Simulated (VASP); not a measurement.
# BeS (l.bB) (F-43m) in VASP: further runs

The runs below take BeS (l.bB) through single point, with LDA.

Program: VASP 6.6.1. These are calculated values, not measurements. Logs are shortened: lines on timing, memory, paths and dates and some standing lists are left out, and cuts for length are marked.

## Step 1: The cell of the first run

It takes space group F-43m (No. 216, cubic). The conventional cell has a = 4.796 Å, b = 4.796 Å, c = 4.796 Å, α = 90.00°, β = 90.00°, γ = 90.00°. Within 2.7 Å of Be (site symmetry -43m) lie 4 S at 2.08 Å. Within 2.7 Å of S (site symmetry -43m) lie 4 Be at 2.08 Å.

## Step 2: Single point, LDA

INCAR

```
SYSTEM = BeS
ALGO     = Normal         ! electronic algorithm
EDIFF    = 1E-6           ! SCF threshold, eV
ENCUT    = 600            ! plane-wave cutoff, eV
GGA      = CA             ! functional
GGA_COMPAT= .FALSE.      
ISIF     = 2              ! what is computed and relaxed
ISMEAR   = 0              ! smearing method
LASPH    = .TRUE.         ! aspherical terms in the spheres
LCHARG   = .TRUE.         ! write CHGCAR
LELF     = .TRUE.         ! ELF
LREAL    = .FALSE.        ! projectors in reciprocal space
LVHAR    = .TRUE.       
LWAVE    = .FALSE.        ! write WAVECAR
NBANDS   = 11             ! bands
NELM     = 120            ! most SCF steps
PREC     = Accurate       ! precision mode
SIGMA    = 0.02           ! smearing width, eV
```

KPOINTS

```
k-points
0
G
  8 8 8
  0 0 0
```

POSCAR

```
BeS
1.0
    0.0000000000      2.3981955906      2.3981955906
    2.3981955906      0.0000000000      2.3981955906
    2.3981955906      2.3981955906      0.0000000000
Be S
1 1
Direct
    0.0000000000      0.0000000000      0.0000000000
    0.2500000000      0.2500000000      0.2500000000
```

Potentials or basis: VASP PAW LDA potentials, release 64 (Be, S).

Run with:

```console
$ cat potpaw_LDA.64/Be/POTCAR potpaw_LDA.64/S/POTCAR > POTCAR
$ mpirun -np 1 vasp_std > vasp.out
```

OUTCAR:

```text
SYSTEM = BeS
   EDIFF = 1E-6
   ENCUT = 600
   GGA = CA
   ISIF = 2
   ISMEAR = 0
   LASPH = .TRUE.
   LREAL = .FALSE.
   NELM = 120
   PREC = Accurate

 ion  position               nearest neighbor table
   1  0.000  0.000  0.000-   2 2.08   2 2.08   2 2.08   2 2.08
   2  0.250  0.250  0.250-   1 2.08   1 2.08   1 2.08   1 2.08

  LATTYP: Found a face centered cubic cell.
 ALAT       =     4.7963911812

  Lattice vectors:

 A1 = (   0.0000000000,   2.3981955906,   2.3981955906)
 A2 = (   2.3981955906,   0.0000000000,   2.3981955906)
 A3 = (   2.3981955906,   2.3981955906,   0.0000000000)

Analysis of symmetry for initial positions (statically):
=====================================================================
 Subroutine PRICEL returns:
 Original cell was already a primitive cell.

 Routine SETGRP: Setting up the symmetry group for a
 face centered cubic supercell.

 Subroutine GETGRP returns: Found 24 space group operations
 (whereof 24 operations were pure point group operations)
 out of a pool of 48 trial point group operations.

The static configuration has the point symmetry T_d .

Analysis of symmetry for dynamics (positions and initial velocities):
=====================================================================
 Subroutine PRICEL returns:
 Original cell was already a primitive cell.

 Routine SETGRP: Setting up the symmetry group for a
 face centered cubic supercell.

 Subroutine GETGRP returns: Found 24 space group operations
 (whereof 24 operations were pure point group operations)
 out of a pool of 48 trial point group operations.

The dynamic configuration has the point symmetry T_d .

 Subroutine INISYM returns: Found 24 space group operations
 (whereof 24 operations are pure point group operations),
 and found     1 'primitive' translations

----------------------------------------------------------------------------------------

                                     Primitive cell

  volume of cell :      27.5857

  direct lattice vectors                    reciprocal lattice vectors
     0.000000000  2.398195591  2.398195591    -0.208490084  0.208490084  0.208490084
     2.398195591  0.000000000  2.398195591     0.208490084 -0.208490084  0.208490084
     2.398195591  2.398195591  0.000000000     0.208490084  0.208490084 -0.208490084

  length of vectors
     3.391560729  3.391560729  3.391560729     0.361115418  0.361115418  0.361115418

  position of ions in fractional coordinates (direct lattice)
     0.000000000  0.000000000  0.000000000
     0.250000000  0.250000000  0.250000000

  ion indices of the primitive-cell ions
   primitive index   ion index
                 1           1
                 2           2

----------------------------------------------------------------------------------------

 KPOINTS: k-points

Automatic generation of k-mesh.
 Grid dimensions read from file:
 generate k-points for:    8    8    8

 Generating k-lattice:

  Cartesian coordinates                     Fractional coordinates (reciprocal lattice)
    -0.026061260  0.026061260  0.026061260     0.125000000  0.000000000  0.000000000
     0.026061260 -0.026061260  0.026061260     0.000000000  0.125000000  0.000000000
     0.026061260  0.026061260 -0.026061260     0.000000000  0.000000000  0.125000000

  Length of vectors
     0.045139427  0.045139427  0.045139427

  Shift w.r.t. Gamma in fractional coordinates (k-lattice)
     0.000000000  0.000000000  0.000000000

 Subroutine IBZKPT returns following result:
 ===========================================

 Found     29 irreducible k-points:

 Following reciprocal coordinates:
            Coordinates               Weight
  0.000000  0.000000  0.000000      1.000000
  0.125000  0.000000  0.000000      8.000000
  0.250000  0.000000  0.000000      8.000000
  0.375000  0.000000  0.000000      8.000000
  0.500000  0.000000  0.000000      4.000000
  0.125000  0.125000  0.000000      6.000000
[... 16 lines left out ...]
  0.500000  0.250000  0.125000     48.000000
 -0.375000  0.250000  0.125000     24.000000
 [... further k-points ...]
   k-points           NKPTS =     29   k-points in BZ     NKDIM =     29   number of bands    NBANDS=     11
   number of dos      NEDOS =    301   number of ions     NIONS =      2
   total plane-waves  NPLWV =  21952
   dimension x,y,z NGX =    28 NGY =   28 NGZ =   28
   dimension x,y,z NGXF=    56 NGYF=   56 NGZF=   56
   ions per type =               1   1
   NGX,Y,Z   is equivalent  to a cutoff of  13.72, 13.72, 13.72 a.u.
   NGXF,Y,Z  is equivalent  to a cutoff of  27.45, 27.45, 27.45 a.u.
 SYSTEM =  BeS
   PREC   = accura    normal or accurate (medium, high low for compatibility)
   ISTART =      0    job   : 0-new  1-cont  2-samecut
   ICHARG =      2    charge: 1-file 2-atom 10-const
   ISPIN  =      1    spin polarized calculation?
   LNONCOLLINEAR =      F non collinear calculations
   LSORBIT =      F    spin-orbit coupling
   LASPH  =      T    aspherical Exc in radial PAW
   ENCUT  =  600.0 eV  44.10 Ry    6.64 a.u.   6.77  6.77  6.77*2*pi/ulx,y,z
   NELM   =    120;   NELMIN=  2; NELMDL= -5     # of ELM steps
   EDIFF  = 0.1E-05   stopping-criterion for ELM
   LREAL  =      F    real-space projection
   EDIFFG = 0.1E-04   stopping-criterion for IOM
   NSW    =      0    number of steps for IOM
   IBRION =     -1    ionic relax: 0-MD 1-quasi-New 2-CG
   NFREE  =      0    steps in history (QN), initial steepest desc. (CG)
   ISIF   =      2    stress and relaxation
   ISYM   =      2    0-nonsym 1-usesym 2-fastsym
   POTIM  = 0.5000    time-step for ionic-motion
   TEBEG  =    0.0;   TEEND  =   0.0 temperature during run
   PSTRESS=    0.0 pullay stress
   NELECT =       8.0000    total number of electrons
   NUPDOWN=      -1.0000    fix difference up-down
   EMIN   =  10.00;   EMAX   =-10.00  energy-range for DOS
   EFERMI =   0.00;   METHOD = LEGACY
   ISMEAR =     0;   SIGMA  =   0.02  broadening in eV -4-tet -1-fermi 0-gaus
   EFERMI_NEDOS =   21; number of points for ismear=-14 and -15
   IALGO  =     38    algorithm
   IMIX   =      4    mixing-type and parameters
     AMIX     =   0.40;   BMIX     =  1.00
     AMIX_MAG =   1.60;   BMIX_MAG =  1.00
  volume/ion in A,a.u.               =      13.79        93.08
  Fermi-wavevector in a.u.,A,eV,Ry     =   1.083620  2.047744 15.976392  1.174232
  Thomas-Fermi vector in A             =   2.219690
   LORBIT       =      0    0 simple, 1 ext, 2 COOP (PROOUT), +10 PAW based schemes
   GGA     = CA    functional components
   LHFCALC =     F    Hartree Fock is set to
   AEXX    =    0.0000 exact exchange contribution
   IVDW    =     0    specifies the selected vdW correction
   LEPSILON=     F    determine dielectric tensor
   LRPA    =     F    only Hartree local field effects (RPA)
 non-spin polarized calculation
 Gauss-broadening in eV      SIGMA  =   0.02
  energy-cutoff  :      600.00
  volume of cell :       27.59
 maximum number of plane-waves:       941
   NGX = 13   NGY = 13   NGZ = 13

 number of electron       8.0000001 magnetization

 Free energy of the ion-electron system (eV)
  ---------------------------------------------------
  ext. energy  EPLUGINS =         0.00000000
  ---------------------------------------------------
  free energy    TOTEN  =       -11.14260840 eV

  energy without entropy =      -11.14260840  energy(sigma->0) =      -11.14260840

 E-fermi :   4.5082     XC(G=0): -10.1224

 val. band max:        4.3803879708   @ k =   0.0000   0.0000   0.0000
 cond. band min:       7.2116797293   @ k =   0.5000   0.5000   0.0000
 fundamental gap:      2.8312917584
 Fermi energy:         4.5082185414

 k-point     1 :       0.0000    0.0000    0.0000
  band No.  band energies     occupation
      1      -9.5031      2.00000
      2       4.3804      2.00000
      3       4.3804      2.00000
      4       4.3804      2.00000
      5       9.9084      0.00000
      6       9.9084      0.00000
      7       9.9084      0.00000
      8      10.3410      0.00000
      9      17.2602      0.00000
     10      17.2602      0.00000
     11      19.2478      0.00000

 k-point     2 :       0.1250    0.0000    0.0000
  band No.  band energies     occupation
      1      -9.3165      2.00000
      2       3.1214      2.00000
      3       4.1662      2.00000
      4       4.1662      2.00000
      5       9.8978      0.00000
      6      10.2831      0.00000
      7      10.2831      0.00000
      8      11.6280      0.00000
      9      16.5064      0.00000
     10      16.5064      0.00000
     11      18.9650      0.00000

 k-point     3 :       0.2500    0.0000    0.0000
  band No.  band energies     occupation
      1      -8.7994      2.00000
      2       0.9281      2.00000
      3       3.7446      2.00000
      4       3.7446      2.00000
      5       9.8928      0.00000
      6      10.8439      0.00000
      7      10.8439      0.00000
      8      13.7277      0.00000
      9      16.2456      0.00000
     10      16.2456      0.00000
     11      18.5163      0.00000

 k-point     4 :       0.3750    0.0000    0.0000
  band No.  band energies     occupation
      1      -8.1328      2.00000
      2      -0.9159      2.00000
      3       3.4089      2.00000
      4       3.4089      2.00000
      5       9.8753      0.00000
      6      10.8948      0.00000
      7      10.8948      0.00000
      8      15.1016      0.00000
      9      17.6538      0.00000
     10      17.6538      0.00000
     11      18.8200      0.00000

 k-point     5 :       0.5000    0.0000    0.0000
  band No.  band energies     occupation
      1      -7.7785      2.00000
      2      -1.6815      2.00000
      3       3.2871      2.00000
      4       3.2871      2.00000
      5       9.8639      0.00000
      6      10.8094      0.00000
      7      10.8094      0.00000
      8      15.4517      0.00000
      9      19.4278      0.00000
     10      19.4278      0.00000
     11      19.5839      0.00000
[... 211 lines left out ...]
 k-point    21 :       0.5000    0.5000    0.0000
  band No.  band energies     occupation
      1      -7.1996      2.00000
      2      -0.8319      2.00000
      3       1.5893      2.00000
      4       1.5893      2.00000
      5       7.2117      0.00000
      6       9.1545      0.00000
      7      17.2622      0.00000
      8      17.2622      0.00000
      9      20.1278      0.00000
     10      20.9542      0.00000
     11      21.4089      0.00000

 k-point    22 :       0.3750    0.2500    0.1250
  band No.  band energies     occupation
      1      -8.3750      2.00000
      2       0.7030      2.00000
      3       2.1074      2.00000
      4       3.1929      2.00000
      5       9.7621      0.00000
      6      11.5893      0.00000
      7      11.8749      0.00000
      8      12.9219      0.00000
      9      16.0539      0.00000
     10      18.8761      0.00000
     11      20.3638      0.00000

 k-point    23 :       0.5000    0.2500    0.1250
  band No.  band energies     occupation
      1      -7.7852      2.00000
      2      -0.5296      2.00000
      3       1.5632      2.00000
      4       2.6884      2.00000
      5      10.2360      0.00000
      6      11.1148      0.00000
      7      12.8879      0.00000
      8      13.6410      0.00000
      9      17.0649      0.00000
     10      18.8129      0.00000
     11      21.0053      0.00000

 k-point    24 :      -0.3750    0.2500    0.1250
  band No.  band energies     occupation
      1      -7.4835      2.00000
      2      -1.1253      2.00000
      3       1.4743      2.00000
      4       2.4248      2.00000
      5      10.2958      0.00000
      6      10.9340      0.00000
      7      13.5685      0.00000
      8      14.9080      0.00000
      9      15.7859      0.00000
     10      19.8120      0.00000
     11      20.4307      0.00000

 [... further k-points ...]
[... 5 lines left out ...]
  --------------------------------------------------------------------------------------
  -------------------------------------------------------------------------------------
  Total        0.0108202      0.0108202      0.0108202      0.0000000     -0.0000000     -0.0000000
  in kB        0.6284358      0.6284358      0.6284358      0.0000000     -0.0000000     -0.0000000
  external PRESSURE =       0.6284358 kB  Pullay stress =       0.0000000 kB

 VOLUME and BASIS-vectors are now :
 -----------------------------------------------------------------------------
  energy-cutoff  :      600.00
  volume of cell :       27.59
      direct lattice vectors                 reciprocal lattice vectors
     0.000000000  2.398195591  2.398195591    -0.208490084  0.208490084  0.208490084
     2.398195591  0.000000000  2.398195591     0.208490084 -0.208490084  0.208490084
     2.398195591  2.398195591  0.000000000     0.208490084  0.208490084 -0.208490084

 POSITION                                       TOTAL-FORCE (eV/Angst)
 -----------------------------------------------------------------------------------
      0.00000      0.00000      0.00000        -0.000000     -0.000000     -0.000000
      1.19910      1.19910      1.19910         0.000000      0.000000      0.000000
 -----------------------------------------------------------------------------------
    total drift:                                0.000000      0.000000      0.000000

  FREE ENERGIE OF THE ION-ELECTRON SYSTEM (eV)
  ---------------------------------------------------
  free  energy   TOTEN  =       -11.1426084029 eV

  energy  without entropy=      -11.1426084029  energy(sigma->0) =      -11.14260840
```

It took 12 s on 1 thread of AMD EPYC 7R13 (Zen 3), shared host; peak memory 0.1 GiB.

What came out:

```yaml
Free_energy: -11.1426 eV
Pressure: 0.1 GPa
Band_gap_on_the_k_mesh: 2.83 eV, indirect (least direct gap 5.53 eV)
```

Levels at points of the mesh, in eV from the valence-band top:
| k point | band 1 | band 2 | band 3 | band 4 | band 5 | band 6 | band 7 | band 8 |
| --- | --- | --- | --- | --- | --- | --- | --- | --- |
| (0.00, 0.00, 0.00) | -13.88 | 0.00 | 0.00 | 0.00 | 5.53 | 5.53 | 5.53 | 5.96 |
| (0.50, 0.00, 0.00) | -12.16 | -6.06 | -1.09 | -1.09 | 5.48 | 6.43 | 6.43 | 11.07 |
| (0.50, 0.50, 0.00) | -11.58 | -5.21 | -2.79 | -2.79 | 2.83 | 4.77 | 12.88 | 12.88 |

## Step 3: Single point, LDA

INCAR

```
SYSTEM = BeS
PREC = Accurate ; ENCUT = 600
EDIFF = 1E-6 ; ISMEAR = 0
SIGMA = 0.02 ; LREAL = .False.
LASPH = .True. ; NELM = 120
ALGO = Normal ; ISIF = 2
LWAVE = .False. ; LCHARG = .False.
NBANDS = 11 ; GGA_COMPAT = .False.
```

KPOINTS

```
regular mesh
0
Gamma
  8 8 8
  0 0 0
```

POSCAR is that of step 2.

Potentials or basis: VASP PAW LDA potentials, release 64 (Be, S).

Run with:

```console
$ cat potpaw_LDA.64/Be/POTCAR potpaw_LDA.64/S/POTCAR > POTCAR
$ mpirun -np 1 vasp_std > vasp.out
```

OUTCAR:

```text
SYSTEM = BeS
   PREC = Accurate
   ENCUT = 600
   EDIFF = 1E-6
   ISMEAR = 0
   LREAL = .False.
   LASPH = .True.
   NELM = 120
   ISIF = 2

 ion  position               nearest neighbor table
   1  0.000  0.000  0.000-   2 2.08   2 2.08   2 2.08   2 2.08
   2  0.250  0.250  0.250-   1 2.08   1 2.08   1 2.08   1 2.08

  LATTYP: Found a face centered cubic cell.
 ALAT       =     4.7963911812

  Lattice vectors:

 A1 = (   0.0000000000,   2.3981955906,   2.3981955906)
 A2 = (   2.3981955906,   0.0000000000,   2.3981955906)
 A3 = (   2.3981955906,   2.3981955906,   0.0000000000)

[... 513 lines left out ...]
      9      15.7859      0.00000
     10      19.8120      0.00000
     11      20.4307      0.00000

 [... further k-points ...]
[... 5 lines left out ...]
  --------------------------------------------------------------------------------------
  -------------------------------------------------------------------------------------
  Total        0.0108202      0.0108202      0.0108202      0.0000000     -0.0000000     -0.0000000
  in kB        0.6284358      0.6284358      0.6284358      0.0000000     -0.0000000     -0.0000000
  external PRESSURE =       0.6284358 kB  Pullay stress =       0.0000000 kB

 VOLUME and BASIS-vectors are now :
 -----------------------------------------------------------------------------
  energy-cutoff  :      600.00
  volume of cell :       27.59
      direct lattice vectors                 reciprocal lattice vectors
     0.000000000  2.398195591  2.398195591    -0.208490084  0.208490084  0.208490084
     2.398195591  0.000000000  2.398195591     0.208490084 -0.208490084  0.208490084
     2.398195591  2.398195591  0.000000000     0.208490084  0.208490084 -0.208490084

 POSITION                                       TOTAL-FORCE (eV/Angst)
 -----------------------------------------------------------------------------------
      0.00000      0.00000      0.00000        -0.000000     -0.000000     -0.000000
      1.19910      1.19910      1.19910         0.000000      0.000000      0.000000
 -----------------------------------------------------------------------------------
    total drift:                                0.000000      0.000000      0.000000

  FREE ENERGIE OF THE ION-ELECTRON SYSTEM (eV)
  ---------------------------------------------------
  free  energy   TOTEN  =       -11.1426084029 eV

  energy  without entropy=      -11.1426084029  energy(sigma->0) =      -11.14260840
```

stdout:

```text
POSCAR found type information on POSCAR BeS
 POSCAR found :  2 types and       2 ions
 scaLAPACK will be used
 LDA part: xc-table for (Slater(with rela. corr.)+CA(PZ))
 , standard interpolation
 POSCAR, INCAR and KPOINTS ok, starting setup
 FFT: planning ... GRIDC
 FFT: planning ... GRID_SOFT
 FFT: planning ... GRID
 WAVECAR not read
 entering main loop
```

Run time: 10 s. Hardware: 1 thread of AMD EPYC 7R13 (Zen 3), shared host; peak memory 0.1 GiB.

Results:

| Item | Value |
| --- | --- |
| Free energy | -11.1426 eV |
| Pressure | 0.1 GPa |
| Band gap on the k mesh | 2.83 eV, indirect (least direct gap 5.53 eV) |

Levels at points of the mesh, in eV from the valence-band top:
| k point | band 1 | band 2 | band 3 | band 4 | band 5 | band 6 | band 7 | band 8 |
| --- | --- | --- | --- | --- | --- | --- | --- | --- |
| (0.00, 0.00, 0.00) | -13.88 | 0.00 | 0.00 | 0.00 | 5.53 | 5.53 | 5.53 | 5.96 |
| (0.50, 0.00, 0.00) | -12.16 | -6.06 | -1.09 | -1.09 | 5.48 | 6.43 | 6.43 | 11.07 |
| (0.50, 0.50, 0.00) | -11.58 | -5.21 | -2.79 | -2.79 | 2.83 | 4.77 | 12.88 | 12.88 |

A k mesh can miss the band edges. As with any semilocal functional, this LDA gap is likely too small.
